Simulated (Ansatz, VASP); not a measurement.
## Rb in VASP and in Ansatz

```
Rb
1.0
     0.00000    3.48506    3.48506
     3.48506    0.00000    3.48506
     3.48506    3.48506    0.00000
Rb
1
Direct
  0.00000 0.00000 0.00000
```

Alike in both runs: task single point; functional LDA; k mesh 9 × 9 × 9; occupations fermi-dirac, width 0.1 eV; no spin polarisation.

|  | VASP | Ansatz |
| --- | --- | --- |
| version | VASP 6.6.1 | Ansatz 0.2.0 |
| potentials or method | VASP PAW LDA potentials, release 64 (Rb_sv), cutoff 520 eV | plane waves (420 eV) with PAW, scalar-relativistic |
| valence electrons in the cell | 9 | 9 |

|  | VASP | Ansatz | Ansatz less VASP |
| --- | --- | --- | --- |
| pressure (GPa) | -0.3 | -0.3 | 0.00 |

Ansatz warns that its potentials were made for another functional, while VASP's fit it. LDA's correlation is that of Perdew and Zunger in VASP and of Perdew and Wang (1992) in Ansatz.
